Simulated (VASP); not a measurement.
## Te2Mo: relaxation of shape and atoms at fixed volume with PBE+D3(BJ)

The system is Te2Mo.

```
Te Mo
1.0
     3.43516    0.00000    0.00000
    -1.71758    2.97493    0.00000
     0.00000    0.00000   13.34212
Te Mo
4 2
Direct
  0.33333 0.66667 0.61499
  0.66667 0.33333 0.11499
  0.33333 0.66667 0.88501
  0.66667 0.33333 0.38501
  0.33333 0.66667 0.25000
  0.66667 0.33333 0.75000
```

```
Program                : VASP 6.6.1
Task                   : relaxation of shape and atoms at fixed volume
Functional             : PBE
Dispersion             : D3(BJ)
Potentials or basis    : VASP PAW PBE potentials, release 64 (Te, Mo_sv)
Cutoff                 : 600 eV
k mesh                 : 12 × 12 × 2
Occupations            : gaussian, width 0.02 eV
Spin                   : no spin polarisation
Dipole correction      : no
Further INCAR settings : ALGO = Normal; EDIFF = 1e-07; IBRION = 2; EDIFFG = -0.01; NSW = 50; ISIF = 4
```

```
Energy gained by relaxing  : 4.4 meV/atom
Ionic steps                : 5
Pressure after relaxing    : 3.6 GPa
Band gap on the k mesh     : 0.34 eV (least direct gap 0.76 eV)
Dispersion energy per atom : -0.589 eV
```

Forces in eV/Å, atoms in the order of the input:
```
Te   0.000  0.000 -0.003
Te   0.000  0.000 -0.003
Te   0.000  0.000  0.003
Te   0.000  0.000  0.003
Mo   0.000  0.000  0.000
Mo   0.000  0.000  0.000
```

The path:
| step | energy change (eV) | largest force (eV/Å) | pressure (GPa) | volume (Å³) |
| --- | --- | --- | --- | --- |
| 1 | 0.0000 | 0.4602 | 5.42 | 136.35 |
| 2 | -0.0209 | 0.0217 | 3.77 | 136.35 |
| 3 | -0.0211 | 0.0552 | 3.90 | 136.35 |
| 4 | -0.0249 | 0.0293 | 3.72 | 136.35 |
| 5 | -0.0261 | 0.0029 | 3.55 | 136.35 |

Final structure:
```
CELL_PARAMETERS angstrom
3.44143 0.00000 0.00000
-1.72071 2.98036 0.00000
0.00000 0.00000 13.29353
ATOMIC_POSITIONS crystal
Te 0.33333 0.66667 0.61271
Te 0.66667 0.33333 0.11271
Te 0.33333 0.66667 0.88729
Te 0.66667 0.33333 0.38729
Mo 0.33333 0.66667 0.25000
Mo 0.66667 0.33333 0.75000
```

Levels at points of the mesh, in eV from the valence-band top:
| k point | band 24 | band 25 | band 26 | band 27 | band 28 | band 29 |
| --- | --- | --- | --- | --- | --- | --- |
| (0.00, 0.00, 0.00) | -1.18 | -0.13 | -0.09 | 2.74 | 2.74 | 2.90 |
| (0.50, 0.00, 0.00) | -1.34 | -0.92 | -0.31 | 1.14 | 1.20 | 1.24 |
| (0.00, 0.00, 0.50) | -1.21 | -0.12 | -0.12 | 2.78 | 2.78 | 2.78 |
| (0.50, 0.00, 0.50) | -1.34 | -0.62 | -0.62 | 1.17 | 1.17 | 1.50 |

Run time: 5.6 min on 1 thread of Intel(R) Xeon(R) 6975P-C (Granite Rapids), on a shared host, peak memory 0.4 GiB.

Caveat: spin-orbit coupling is left out, which moves the levels of the heavy elements. A k mesh can miss the band edges.
